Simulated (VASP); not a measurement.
# NiMoIrPdW (P3m1) in VASP: settings compared

Aim: see how the results for NiMoIrPdW move with the level of theory and the settings. Levels: PBE, BLYP, revPBE, PBE+D3(BJ). Tasks: single point.

Everything below comes from runs of VASP 6.6.1. Logs are shortened: lines on timing, memory, paths and dates and some standing lists are left out, and cuts for length are marked.

## 1. The cell of the first run

It takes space group P3m1 (No. 156, trigonal). Conventional cell: a = 4.171 Å, b = 4.171 Å, c = 5.517 Å, α = 90.00°, β = 90.00°, γ = 120.00°. Ni (site symmetry 3m) has 3 Mo at 2.41 Å and 3 Ir at 2.73 Å and 3 W at 2.86 Å within 3.2 Å. Mo (site symmetry 3m) has 3 Ni at 2.41 Å and 3 Ir at 2.74 Å and 2 Pd at 2.75 to 2.77 Å and 3 W at 2.85 Å within 3.2 Å. Within 3.7 Å of Pd (site symmetry 3m) lie 3 W at 2.71 Å and 2 Mo at 2.75 to 2.77 Å and 3 Ir at 2.81 Å and 6 Ni at 3.64 to 3.68 Å. Within 3.6 Å of Ir (site symmetry 3m) lie 2 W at 2.70 to 2.82 Å and 3 Ni at 2.73 Å and 3 Mo at 2.74 Å and 3 Pd at 2.81 Å. Within 3.6 Å of W (site symmetry 3m) lie 2 Ir at 2.70 to 2.82 Å and 3 Pd at 2.71 Å and 3 Mo at 2.85 Å and 3 Ni at 2.86 Å.

## 2. Single point, PBE, collinear spin, ferromagnetic start (16.63 Å³/atom)

File INCAR:

```
SYSTEM = NiMoIrPdW
ALGO = Fast
EDIFF = 1E-6
ENCUT = 520
GGA = PE
ISIF = 2
ISMEAR = -1
ISPIN = 2
LASPH = .True.
LCHARG = .False.
LMAXMIX = 4
LORBIT = 11
LREAL = .False.
LWAVE = .False.
MAGMOM = 1 1 0 0.6 0
NBANDS = 40
NELM = 150
PREC = Accurate
SIGMA = 0.05
```

File KPOINTS:

```
k-points
0
Gamma
  6 6 4
  0 0 0
```

File POSCAR:

```
NiMoIrPdW
1.0
    4.1712279235      0.0000000000      0.0000000000
   -2.0856190275      3.6123894595      0.0000000000
    0.0000000000      0.0000000000      5.5174634813
Ni Mo Pd Ir W
1 1 1 1 1
Direct
    0.0000000000      0.0000000000      0.9577500000
    0.6666700000      0.3333300000      0.9616100000
    0.6666700000      0.3333300000      0.4629500000
    0.3333300000      0.6666700000      0.7257200000
    0.3333300000      0.6666700000      0.2364200000
```

Potentials or basis: VASP PAW PBE potentials, release 64 (Ni, Mo_sv, Pd, Ir, W_sv).

Started as:

```sh
> cat potpaw_PBE.64/Ni/POTCAR potpaw_PBE.64/Mo_sv/POTCAR potpaw_PBE.64/Pd/POTCAR potpaw_PBE.64/Ir/POTCAR potpaw_PBE.64/W_sv/POTCAR > POTCAR
> mpirun -np 1 vasp_std > vasp.out
```

OUTCAR:

```text
SYSTEM = NiMoIrPdW
   EDIFF = 1E-6
   ENCUT = 520
   GGA = PE
   ISIF = 2
   ISMEAR = -1
   ISPIN = 2
   LASPH = .True.
   LORBIT = 11
   LREAL = .False.
   NELM = 150
   PREC = Accurate

 ion  position               nearest neighbor table
   1  0.000  0.000  0.958-   2 2.41   2 2.41   2 2.41   4 2.73   4 2.73   4 2.73   5 2.86   5 2.86
                             5 2.86
   2  0.667  0.333  0.962-   1 2.41   1 2.41   1 2.41   4 2.74   4 2.74   4 2.74   3 2.75   3 2.77
                             5 2.85   5 2.85   5 2.85
   3  0.667  0.333  0.463-   5 2.71   5 2.71   5 2.71   2 2.75   2 2.77   4 2.81   4 2.81   4 2.81

   4  0.333  0.667  0.726-   5 2.70   1 2.73   1 2.73   1 2.73   2 2.74   2 2.74   2 2.74   3 2.81
                             3 2.81   3 2.81   5 2.82
   5  0.333  0.667  0.236-   4 2.70   3 2.71   3 2.71   3 2.71   4 2.82   2 2.85   2 2.85   2 2.85
                             1 2.86   1 2.86   1 2.86

  LATTYP: Found a hexagonal cell.
 ALAT       =     4.1712279235
 C/A-ratio  =     1.3227432263

  Lattice vectors:

 A1 = (   4.1712279235,   0.0000000000,   0.0000000000)
 A2 = (  -2.0856190275,   3.6123894595,   0.0000000000)
 A3 = (   0.0000000000,   0.0000000000,   5.5174634813)

Analysis of symmetry for initial positions (statically):
=====================================================================
 Subroutine PRICEL returns:
 Original cell was already a primitive cell.

 Routine SETGRP: Setting up the symmetry group for a
 hexagonal supercell.

 Subroutine GETGRP returns: Found  2 space group operations
 (whereof  2 operations were pure point group operations)
 out of a pool of 24 trial point group operations.

The static configuration has the point symmetry C_1h.

Analysis of symmetry for dynamics (positions and initial velocities):
=====================================================================
 Subroutine PRICEL returns:
 Original cell was already a primitive cell.

 Routine SETGRP: Setting up the symmetry group for a
 hexagonal supercell.

 Subroutine GETGRP returns: Found  2 space group operations
 (whereof  2 operations were pure point group operations)
 out of a pool of 24 trial point group operations.

The dynamic configuration has the point symmetry C_1h.

Analysis of structural, dynamic, and magnetic symmetry:
=====================================================================
 Subroutine PRICEL returns:
 Original cell was already a primitive cell.

 Routine SETGRP: Setting up the symmetry group for a
 hexagonal supercell.

 Subroutine GETGRP returns: Found  2 space group operations
 (whereof  2 operations were pure point group operations)
 out of a pool of 24 trial point group operations.
[... 135 lines left out ...]
   IVDW    =     0    specifies the selected vdW correction
   LEPSILON=     F    determine dielectric tensor
   LRPA    =     F    only Hartree local field effects (RPA)
 spin polarized calculation
 RMM-DIIS sequential band-by-band and
  energy-cutoff  :      520.00
  volume of cell :       83.14
 maximum number of plane-waves:      2264
   NGX = 15   NGY = 15   NGZ = 21

 number of electron      57.0000019 magnetization       0.0001368

 number of electron      57.0000019 magnetization      -0.0001910

 Free energy of the ion-electron system (eV)
  ---------------------------------------------------
  ext. energy  EPLUGINS =         0.00000000
  ---------------------------------------------------
  free energy    TOTEN  =       -42.14452835 eV

  energy without entropy =      -42.10992347  energy(sigma->0) =      -42.12722591

 E-fermi :   8.6665     XC(G=0): -12.4419

 val. band max:        8.6476332117   @ k =  -0.1667   0.1667   0.2500
 cond. band min:       8.7164058669   @ k =   0.3333  -0.3333   0.2500
 fundamental gap:      0.0687726552
 Fermi energy:         8.6665152057

 spin component 1

 k-point     1 :       0.0000    0.0000    0.0000
  band No.  band energies     occupation
      1     -65.6503      1.00000
      2     -52.3443      1.00000
      3     -29.8504      1.00000
      4     -29.7698      1.00000
      5     -29.7698      1.00000
      6     -26.4749      1.00000
[... 1021 lines left out ...]
     39      17.2568      0.00000
     40      17.5578      0.00000

 [... further k-points ...]

 spin component 2

 k-point     1 :       0.0000    0.0000    0.0000
  band No.  band energies     occupation
      1     -65.6503      1.00000
      2     -52.3443      1.00000
      3     -29.8504      1.00000
      4     -29.7699      1.00000
      5     -29.7698      1.00000
      6     -26.4749      1.00000
[... 1021 lines left out ...]
     39      17.2570      0.00000
     40      17.5603      0.00000

 [... further k-points ...]
[... 5 lines left out ...]
  --------------------------------------------------------------------------------------
  -------------------------------------------------------------------------------------
  Total       -4.0413599     -4.0412235     -4.2014914      0.0001240      0.0000488     -0.0000845
  in kB      -77.8825487    -77.8799211    -80.9685019      0.0023891      0.0009399     -0.0016278
  external PRESSURE =     -78.9103239 kB  Pullay stress =       0.0000000 kB

 VOLUME and BASIS-vectors are now :
 -----------------------------------------------------------------------------
  energy-cutoff  :      520.00
  volume of cell :       83.14
      direct lattice vectors                 reciprocal lattice vectors
     4.171227924  0.000000000  0.000000000     0.239737559  0.138412876  0.000000000
    -2.085619027  3.612389460  0.000000000     0.000000000  0.276825080  0.000000000
     0.000000000  0.000000000  5.517463481     0.000000000  0.000000000  0.181242704

 POSITION                                       TOTAL-FORCE (eV/Angst)
 -----------------------------------------------------------------------------------
      0.00000      0.00000      5.28435         0.000093     -0.000053     -0.050361
      2.08563      1.20412      5.30565        -0.000362      0.000209      0.149413
      2.08563      1.20412      2.55431        -0.000308      0.000178     -0.042138
     -0.00002      2.40827      4.00413         0.000313     -0.000181      0.091562
     -0.00002      2.40827      1.30444         0.000264     -0.000152     -0.148476
 -----------------------------------------------------------------------------------
    total drift:                               -0.000017     -0.000039      0.000272

  FREE ENERGIE OF THE ION-ELECTRON SYSTEM (eV)
  ---------------------------------------------------
  free  energy   TOTEN  =       -42.1445283547 eV

  energy  without entropy=      -42.1099234694  energy(sigma->0) =      -42.12722591

 total charge

# of ion       s       p       d       tot
------------------------------------------
    1        0.533   0.502   8.344   9.378
    2        2.375   6.210   3.882  12.466
    3        0.580   0.512   8.416   9.508
    4        0.699   0.531   6.991   8.221
    5        2.388   6.212   3.195  11.795
--------------------------------------------------
tot          6.574  13.967  30.828  51.369

 magnetization (x)

# of ion       s       p       d       tot
------------------------------------------
    1       -0.000   0.000  -0.000  -0.000
    2        0.000   0.000   0.000   0.000
    3       -0.000  -0.000   0.000   0.000
    4        0.000  -0.000  -0.000  -0.000
    5       -0.000  -0.000  -0.000  -0.000
--------------------------------------------------
tot         -0.000  -0.000  -0.000  -0.000
```

OSZICAR:

```text
N       E                     dE             d eps       ncg     rms          rms(c)
DAV:   1     0.632441893853E+03    0.63244E+03   -0.28712E+04  7840   0.157E+03
DAV:   2    -0.488705663596E+01   -0.63733E+03   -0.61111E+03  7752   0.472E+02
[... 11 lines left out ...]
RMM:  14    -0.421445686386E+02    0.28313E-03   -0.12964E-03  9600   0.213E-01    0.124E-01
RMM:  15    -0.421445488825E+02    0.19756E-04   -0.47220E-04  9606   0.105E-01    0.829E-02
RMM:  16    -0.421445328633E+02    0.16019E-04   -0.98229E-05  9384   0.671E-02    0.394E-02
RMM:  17    -0.421445285368E+02    0.43265E-05   -0.49227E-05  9009   0.395E-02    0.165E-02
RMM:  18    -0.421445282419E+02    0.29489E-06   -0.14762E-05  8313   0.224E-02    0.728E-03
RMM:  19    -0.421445283547E+02   -0.11285E-06   -0.44436E-06  6136   0.104E-02
   1 F= -.42144528E+02 E0= -.42127226E+02  d E =-.346049E-01  mag=    -0.0001
```

Wall time 4.2 min (1 thread of Intel Xeon Platinum 8375C at 2.90GHz (Ice Lake), shared host); peak memory 0.43 GiB.

Results:

```
Free energy                                           : -42.1445 eV
Pressure                                              : -7.9 GPa
Largest force                                         : 0.149 eV/Å
Net moment                                            : 0.00 μB per cell
Valence electrons inside the program's atomic spheres : Ni 9.38; Mo 12.47; Pd 9.51; Ir 8.22; W 11.79
```

Forces on the atoms (eV/Å):
```
Ni   0.000  0.000 -0.050
Mo   0.000  0.000  0.149
Pd   0.000  0.000 -0.042
Ir   0.000  0.000  0.092
W    0.000  0.000 -0.148
```

Caveat: the cell stands under tension; spin-orbit coupling is left out, which moves the levels of the heavy elements.

## 3. Single point, BLYP, collinear spin, ferromagnetic start

This run uses another cell than the first one, of 15.99 Å³/atom.

File INCAR:

```
PREC = Accurate
ENCUT = 520
EDIFF = 1E-6
ISMEAR = -1
SIGMA = 0.05
LREAL = False
LASPH = True
NELM = 150
ALGO = Normal
ISIF = 2
LWAVE = False
LCHARG = False
ISPIN = 2
MAGMOM = 1 1 0 0.6 0
LORBIT = 11
LMAXMIX = 4
GGA = B5
ALDAX = 1.0
AGGAX = 1.0
AGGAC = 1.0
ALDAC = 0.0
NBANDS = 40
LUSENCCL = False
```

File KPOINTS:

```
regular mesh
0
Gamma
  6 6 4
```

POSCAR, as its differences from that of step 2:

```diff
@@ -2,5 +2,5 @@
 1.0
-    4.1712279235      0.0000000000      0.0000000000
-   -2.0856190275      3.6123894595      0.0000000000
-    0.0000000000      0.0000000000      5.5174634813
+    4.1170500000      0.0000000000      0.0000000000
+   -2.0585300000      3.5654700000      0.0000000000
+    0.0000000000      0.0000000000      5.4458000000
 Ni Mo Pd Ir W
```

Potentials or basis: VASP PAW PBE potentials, release 64 (Ni, Mo_sv, Pd, Ir, W_sv).

Started as:

```sh
> cat potpaw_PBE.64/Ni/POTCAR potpaw_PBE.64/Mo_sv/POTCAR potpaw_PBE.64/Pd/POTCAR potpaw_PBE.64/Ir/POTCAR potpaw_PBE.64/W_sv/POTCAR > POTCAR
> mpirun -np 1 vasp_std > vasp.out
```

Wall time 4.7 min (1 × NVIDIA H100 80GB with 1 thread of Intel Xeon Platinum 8481C at 2.70GHz (Sapphire Rapids), shared host); peak memory 1.4 GiB.

It converged, with:

```yaml
Free_energy: -36.5024 eV
Pressure: 10.7 GPa
Largest_force: 0.300 eV/Å
Net_moment: 0.00 μB per cell
Valence_electrons_inside_the_program's_atomic_spheres: Ni 9.50; Mo 12.60; Pd 9.62; Ir 8.38; W 11.92
```

Forces on the atoms (eV/Å):
```
Ni   0.000  0.000 -0.006
Mo   0.000  0.000  0.300
Pd   0.000  0.000 -0.020
Ir   0.000  0.000 -0.245
W    0.000  0.000 -0.030
```

Stress tensor (GPa, compression positive):
```
10.30  0.00  0.00
 0.00 10.30  0.00
 0.00  0.00 11.42
```

Levels at points of the mesh, in eV from the Fermi level:
Spin up:
| k point | band 24 | band 25 | band 26 | band 27 | band 28 | band 29 | band 30 | band 31 | band 32 | band 33 |
| --- | --- | --- | --- | --- | --- | --- | --- | --- | --- | --- |
| (0.00, 0.00, 0.00) | -1.79 | -1.79 | -1.06 | -0.84 | -0.84 | 0.77 | 0.77 | 1.73 | 1.73 | 2.91 |
| (0.50, 0.00, 0.00) | -1.64 | -1.49 | -1.11 | -0.61 | -0.29 | 0.96 | 1.13 | 1.22 | 1.64 | 1.88 |
| (0.50, 0.50, 0.00) | -1.64 | -1.49 | -1.11 | -0.61 | -0.29 | 0.96 | 1.13 | 1.22 | 1.64 | 1.88 |
| (0.00, 0.00, 0.50) | -1.52 | -1.52 | -0.91 | -0.37 | -0.37 | -0.22 | -0.22 | 0.87 | 2.20 | 2.20 |
| (0.50, 0.00, 0.50) | -1.89 | -1.72 | -1.67 | -0.97 | -0.97 | -0.35 | -0.04 | 0.33 | 1.06 | 1.37 |
| (0.50, 0.50, 0.50) | -1.89 | -1.72 | -1.68 | -0.97 | -0.97 | -0.35 | -0.04 | 0.33 | 1.06 | 1.37 |
Spin down:
| k point | band 24 | band 25 | band 26 | band 27 | band 28 | band 29 | band 30 | band 31 | band 32 | band 33 |
| --- | --- | --- | --- | --- | --- | --- | --- | --- | --- | --- |
| (0.00, 0.00, 0.00) | -1.79 | -1.79 | -1.06 | -0.84 | -0.84 | 0.77 | 0.77 | 1.73 | 1.73 | 2.91 |
| (0.50, 0.00, 0.00) | -1.64 | -1.49 | -1.11 | -0.61 | -0.29 | 0.96 | 1.13 | 1.22 | 1.64 | 1.88 |
| (0.50, 0.50, 0.00) | -1.64 | -1.49 | -1.11 | -0.61 | -0.29 | 0.96 | 1.13 | 1.22 | 1.64 | 1.88 |
| (0.00, 0.00, 0.50) | -1.52 | -1.52 | -0.91 | -0.37 | -0.37 | -0.22 | -0.22 | 0.87 | 2.20 | 2.20 |
| (0.50, 0.00, 0.50) | -1.89 | -1.72 | -1.67 | -0.97 | -0.97 | -0.35 | -0.04 | 0.33 | 1.06 | 1.37 |
| (0.50, 0.50, 0.50) | -1.89 | -1.72 | -1.67 | -0.97 | -0.97 | -0.35 | -0.04 | 0.33 | 1.06 | 1.37 |

Caveat: the cell stands under pressure; the PAW data sets were made with another functional, which shifts forces and pressure a little; spin-orbit coupling is left out, which moves the levels of the heavy elements.

## 4. Single point, revPBE, collinear spin, ferromagnetic start

This run uses another cell than the first one, of 16.18 Å³/atom.

File INCAR:

```
ALGO     = Fast           # electronic algorithm
EDIFF    = 1E-6           # SCF threshold, eV
ENCUT    = 520            # plane-wave cutoff, eV
GGA      = RE             # functional
ISIF     = 2              # what is computed and relaxed
ISMEAR   = -1             # smearing method
ISPIN    = 2              # spin polarisation
LASPH    = True           # aspherical terms in the spheres
LCHARG   = True           # write CHGCAR
LELF     = True           # ELF
LMAXMIX  = 4              # l up to which the mixer works
LORBIT   = 11             # projections on sites
LREAL    = False          # projectors in reciprocal space
LVHAR    = True         
LWAVE    = False          # write WAVECAR
MAGMOM   = 1 1 0 0.6 0    # initial moments
NBANDS   = 40             # bands
NELM     = 150            # most SCF steps
PREC     = Accurate       # precision mode
SIGMA    = 0.05           # smearing width, eV
```

File KPOINTS:

```
k-points
0
Gamma
  6 6 4
```

File POSCAR:

```
NiMoIrPdW
1.0
    4.1321798752      0.0000028974      0.0000000000
   -2.0660924468      3.5785712962      0.0000000000
    0.0000000000      0.0000000000      5.4704330257
Ni Mo Pd Ir W
1 1 1 1 1
Direct
    0.0000000000      0.0000000000      0.9564468105
    0.6666666667      0.3333333333      0.9639243177
    0.6666666667      0.3333333333      0.4640729061
    0.3333333333      0.6666666667      0.7249620822
    0.3333333333      0.6666666667      0.2350438836
```

Started as:

```sh
> cat potpaw_PBE.64/Ni/POTCAR potpaw_PBE.64/Mo_sv/POTCAR potpaw_PBE.64/Pd/POTCAR potpaw_PBE.64/Ir/POTCAR potpaw_PBE.64/W_sv/POTCAR > POTCAR
> mpirun -np 1 vasp_std > vasp.out
```

Wall time 88 s (1 thread of Intel Xeon 6975P-C (Granite Rapids), shared host); peak memory 0.33 GiB.

Results (log left out):

- Free energy: -39.9278 eV
- Pressure: 0.2 GPa
- Largest force: 0.014 eV/Å
- Net moment: 0.00 μB per cell
- Valence electrons inside the program's atomic spheres: Ni 9.42; Mo 12.53; Pd 9.57; Ir 8.29; W 11.84

Forces in eV/Å, atoms in the order of the input:
```
Ni   0.000  0.000 -0.007
Mo   0.000  0.000 -0.006
Pd   0.000  0.000  0.007
Ir   0.000  0.000  0.014
W    0.000  0.000 -0.008
```

Levels at points of the mesh, in eV from the Fermi level:
Spin up:
```tsv
k point	band 24	band 25	band 26	band 27	band 28	band 29	band 30	band 31	band 32	band 33
(0.00, 0.00, 0.00)	-1.71	-1.71	-1.01	-0.84	-0.84	0.77	0.77	1.76	1.76	2.93
(0.50, 0.00, 0.00)	-1.60	-1.44	-1.08	-0.59	-0.30	0.89	1.13	1.20	1.54	1.86
(0.00, 0.00, 0.50)	-1.48	-1.48	-0.86	-0.36	-0.36	-0.20	-0.20	0.88	2.24	2.24
(0.50, 0.00, 0.50)	-1.85	-1.70	-1.68	-0.93	-0.93	-0.38	-0.03	0.31	1.05	1.35
```
Spin down:
```
           k point  band 26  band 27  band 28  band 29  band 30  band 31
(0.00, 0.00, 0.00)    -1.01    -0.84    -0.84     0.77     0.77     1.76
(0.50, 0.00, 0.00)    -1.08    -0.59    -0.30     0.89     1.13     1.20
(0.00, 0.00, 0.50)    -0.86    -0.36    -0.36    -0.20    -0.20     0.88
(0.50, 0.00, 0.50)    -1.68    -0.93    -0.93    -0.38    -0.03     0.31
```

Caveat: the PAW data sets were made with another functional, which shifts forces and pressure a little; spin-orbit coupling is left out, which moves the levels of the heavy elements.

## 5. Single point, PBE+D3(BJ), collinear spin, ferromagnetic start

This run uses another cell than the first one, of 15.56 Å³/atom.

File INCAR:

```
SYSTEM = NiMoIrPdW
PREC = Accurate ; ENCUT = 520
EDIFF = 1E-6 ; ISMEAR = -1
SIGMA = 0.05 ; LREAL = .False.
LASPH = .True. ; NELM = 150
ALGO = Normal ; ISIF = 2
LWAVE = .False. ; LCHARG = .True.
ISPIN = 2 ; MAGMOM = 1 1 0 0.6 0
LORBIT = 11 ; LMAXMIX = 4
GGA = PE ; IVDW = 12
LELF = .True. ; LVHAR = .True.
NBANDS = 40
```

File KPOINTS:

```
regular mesh
0
Gamma
  6 6 4
  0 0 0
```

File POSCAR:

```
NiMoIrPdW
1.0
    4.0757333011      0.0000028578      0.0000000000
   -2.0378691254      3.5296871489      0.0000000000
    0.0000000000      0.0000000000      5.4077319493
Ni Mo Pd Ir W
1 1 1 1 1
Direct
    0.0000000000      0.0000000000      0.9561224495
    0.6666666667      0.3333333333      0.9641478709
    0.6666666667      0.3333333333      0.4647258702
    0.3333333333      0.6666666667      0.7233146166
    0.3333333333      0.6666666667      0.2361391929
```

Started as:

```sh
> cat potpaw_PBE.64/Ni/POTCAR potpaw_PBE.64/Mo_sv/POTCAR potpaw_PBE.64/Pd/POTCAR potpaw_PBE.64/Ir/POTCAR potpaw_PBE.64/W_sv/POTCAR > POTCAR
> mpirun -np 1 vasp_std > vasp.out
```

Run time: 2.7 min. Hardware: 1 thread of Intel Xeon Platinum 8259CL at 2.50GHz (Skylake/Cascade Lake), shared host; peak memory 0.32 GiB.

The run converged. Its results:

```yaml
Free_energy: -45.1891 eV
Pressure: 0.2 GPa
Largest_force: 0.014 eV/Å
Net_moment: 0.00 μB per cell
Valence_electrons_inside_the_program's_atomic_spheres: Ni 9.51; Mo 12.63; Pd 9.65; Ir 8.38; W 11.92
Dispersion_energy_per_atom: -0.602 eV
```

Forces in eV/Å, atoms in the order of the input:
```
Ni   0.000  0.000 -0.001
Mo   0.000  0.000 -0.005
Pd   0.000  0.000  0.003
Ir   0.000  0.000  0.014
W    0.000  0.000 -0.010
```

Levels at points of the mesh, in eV from the Fermi level:
Spin up:
```tsv
k point	band 24	band 25	band 26	band 27	band 28	band 29	band 30	band 31	band 32	band 33
(0.00, 0.00, 0.00)	-1.80	-1.80	-1.07	-0.90	-0.90	0.84	0.84	1.85	1.85	3.10
(0.50, 0.00, 0.00)	-1.68	-1.49	-1.13	-0.62	-0.30	0.93	1.18	1.27	1.58	1.93
(0.00, 0.00, 0.50)	-1.56	-1.56	-0.91	-0.35	-0.35	-0.21	-0.21	0.95	2.36	2.36
(0.50, 0.00, 0.50)	-1.96	-1.80	-1.75	-0.97	-0.95	-0.41	-0.03	0.35	1.10	1.42
```
Spin down:
| k point | band 26 | band 27 | band 28 | band 29 | band 30 | band 31 |
| --- | --- | --- | --- | --- | --- | --- |
| (0.00, 0.00, 0.00) | -1.07 | -0.90 | -0.90 | 0.84 | 0.84 | 1.85 |
| (0.50, 0.00, 0.00) | -1.13 | -0.62 | -0.30 | 0.93 | 1.18 | 1.27 |
| (0.00, 0.00, 0.50) | -0.91 | -0.35 | -0.35 | -0.21 | -0.21 | 0.95 |
| (0.50, 0.00, 0.50) | -1.75 | -0.97 | -0.95 | -0.41 | -0.03 | 0.35 |

Caveat: spin-orbit coupling is left out, which moves the levels of the heavy elements.

(Part 1 of 2 ends here.)
